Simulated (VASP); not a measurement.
BAs, 2 atoms in the cell. The structure is cubic, space group F-43m (No. 216). The conventional cell has a = 4.768 Å, b = 4.768 Å, c = 4.768 Å, α = 90.00°, β = 90.00°, γ = 90.00°. Within 2.7 Å of B (site symmetry -43m) lie 4 As at 2.06 Å. Within 2.7 Å of As (site symmetry -43m) lie 4 B at 2.06 Å. 

| Quantity | Value |
| --- | --- |
| Program | VASP 6.6.1 |
| Task | single point |
| Functional | PBEsol |
| Potentials or basis | VASP PAW PBE potentials, release 64 (B, As) |
| Cutoff | 520 eV |
| k mesh | 8 × 8 × 8 |
| Occupations | gaussian, width 0.01 eV |
| Spin | no spin polarisation |
| Dipole correction | no |
| Further INCAR settings | ALGO = Normal; EDIFF = 1e-06; NBANDS = 11 |

Potentials or basis: VASP PAW PBE potentials, release 64 (B, As).

The run is started by

```console
$ cat potpaw_PBE.64/B/POTCAR potpaw_PBE.64/As/POTCAR > POTCAR
$ mpirun -np 1 vasp_std > vasp.out
```

Hardware: 1 thread of Intel Xeon 8259CL, on a shared host.

How long does it take, and how much memory?

It took 13 s on 1 thread of Intel Xeon 8259CL (shared host), peak memory 0.16 GiB. Counts: scf iterations 12, k points 29.
